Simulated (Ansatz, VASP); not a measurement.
# CdSe: VASP beside Ansatz

```
Cd Se
1.0
     4.60224    0.00000    0.00000
    -2.30112    3.98566    0.00000
     0.00000    0.00000    6.00162
Cd Se
2 2
Direct
  0.33333 0.66667 0.25000
  0.66667 0.33333 0.75000
  0.66667 0.33333 0.25000
  0.33333 0.66667 0.75000
```

Alike in both runs: task single point; functional PBE; k mesh 6 × 6 × 4; occupations methfessel-paxton of order 1, width 0.2 eV; no spin polarisation.

```csv
,VASP,Ansatz
version,VASP 6.6.1,Ansatz 0.2.0
potentials or method,"VASP PAW PBE potentials, release 64 (Cd, Se)",plane waves
plane-wave cutoff (eV),500,420
valence electrons in the cell,36,72
```

```tsv
	VASP	Ansatz	Ansatz less VASP
pressure (GPa)	1.7	1.4	-0.31
traceless stress, the component that is largest in VASP (GPa)	-0.31	-0.22	+0.090
```

VASP's potentials hold 36 valence electrons a cell and Ansatz's 72, so a difference there can come from the potentials and not from the codes.
